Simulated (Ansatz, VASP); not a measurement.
**Two plane-wave programs on Ba**

INCAR

```
PREC = Accurate
ENCUT = 600
EDIFF = 1E-6
ISMEAR = -1
SIGMA = 0.05
LREAL = F
LASPH = T
NELM = 100
ALGO = Normal
ISIF = 3
LWAVE = F
LCHARG = F
GGA = PS
IVDW = 13
IBRION = 2
NSW = 60
EDIFFG = -0.01
```

Contents of KPOINTS:

```
Automatic mesh
0
Gamma
  8 8 8
```

POSCAR

```
Ba
1.0
   -2.5065000000      2.5065000000      2.5065000000
    2.5065000000     -2.5065000000      2.5065000000
    2.5065000000      2.5065000000     -2.5065000000
Ba
1
Direct
    0.0000000000      0.0000000000      0.0000000000
```

File input.yaml:

```yaml
crystal:
  lattice:
    - [-2.5065, 2.5065, 2.5065]
    - [2.5065, -2.5065, 2.5065]
    - [2.5065, 2.5065, -2.5065]
  atoms:
    - { symbol: Ba, position: [0.0, 0.0, 0.0] }
hamiltonian:
  xc: pbesol
  pseudopotentials: { kind: paw }
  dispersion: d4
kpoints:
  mp_grid: { grid: [8, 8, 8] }
scf:
  occupations: { method: fermi_dirac, width: 0.05 }
output:
  forces: true
  stress: true
  eigenvalues: true
relax:
  f_tol: 0.01
  max_steps: 40
  cell: { stress_tol: 0.05 }
```

Alike in both runs: task relaxation of cell and atoms; functional PBEsol; dispersion D4; k mesh 8 × 8 × 8; occupations fermi-dirac, width 0.05 eV; no spin polarisation.

```csv
,VASP,Ansatz
version,VASP 6.6.1,Ansatz 0.2.0
potentials or method,"VASP PAW PBE potentials, release 64 (Ba_sv)",Ansatz PAW
plane-wave cutoff (eV),600,420
valence electrons in the cell,10,10
```

```tsv
	VASP	Ansatz	Ansatz less VASP
gap on the k mesh at the Fermi level, each at its own relaxed structure (eV)	none	none	-
relaxed volume (Å³/atom)	57.12	60.87	+3.752
relaxed cell length with the largest relative difference (Å)	4.202	4.292	+0.0901
```

VASP's potentials were made for PBE, not for PBEsol. A gap of «none» marks a metal or a gap that the smearing closes.

Neither program's run includes spin-orbit coupling. Noted on Ansatz's run: the plane-wave basis is chosen anew once the cell has moved, so the energies of steps on either side of that aren't comparable.
